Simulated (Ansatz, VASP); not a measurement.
**Two plane-wave programs on VRu**

```
V Ru
1.0
     2.94837    0.00000    0.00000
     0.00000    2.94837    0.00000
     0.00000    0.00000    2.94837
V Ru
1 1
Direct
  0.50000 0.50000 0.50000
  0.00000 0.00000 0.00000
```

Alike in both runs: functional LDA; k mesh 14 × 14 × 14; occupations fermi-dirac, width 0.05 eV; collinear spin.

Ansatz relaxed the structure, and its values are those at the end. VASP's run is a single point on that final structure, the one shown.

|  | VASP | Ansatz |
| --- | --- | --- |
| version | VASP 6.6.1 | Ansatz 0.2.0 |
| potentials or method | VASP PAW LDA potentials, release 64 (V_sv, Ru_pv) | PAW with Ansatz's default frozen-core files, scalar-relativistic |
| plane-wave cutoff (eV) | 520 | 420 |
| valence electrons in the cell | 27 | 29 |

```csv
,VASP,Ansatz,Ansatz less VASP
pressure (GPa),0.8,0.0,-0.83
net moment per atom (μB),0.00,0.00,0.000
```

LDA's correlation is that of Perdew and Zunger in VASP and of Perdew and Wang (1992) in Ansatz. VASP's potentials hold 27 valence electrons a cell and Ansatz's 29, so a difference there can come from the potentials and not from the codes. Ansatz's warnings: seeded moment not kept.
